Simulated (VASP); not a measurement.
Runs of VASP 6.6.1 on P. The structure is that of space group Im-3m (No. 229), or close to it. The cells are those of the table. This isn't the form of P at room conditions, which is orthorhombic.

```csv
cell,gap on the mesh (eV),pressure (GPa)
"a = 2.377 Å, angles 109.5°, 1 atom",none,48.1
"a = 2.148 Å, angles 109.5°, 1 atom",none,199.6
"a = 2.072 Å, angles 109.5°, 1 atom",none,(a)
"a = 2.016 Å, angles 109.5°, 1 atom",none,397.7
```

Alike in all rows: task single point; level PBEsol+D4; potentials or basis VASP PAW PBE potentials, release 64 (P); no spin polarisation; k mesh 24 × 24 × 24; cutoff (eV) 500; smearing gaussian 0.1 eV.

Task: Estimate the missing entries.

Result: (a) 298.9.

Caveats: the cell stands under pressure; the PAW data sets were made with another functional, which shifts forces and pressure a little.

A gap of «none» marks levels without a gap at the run's occupations.
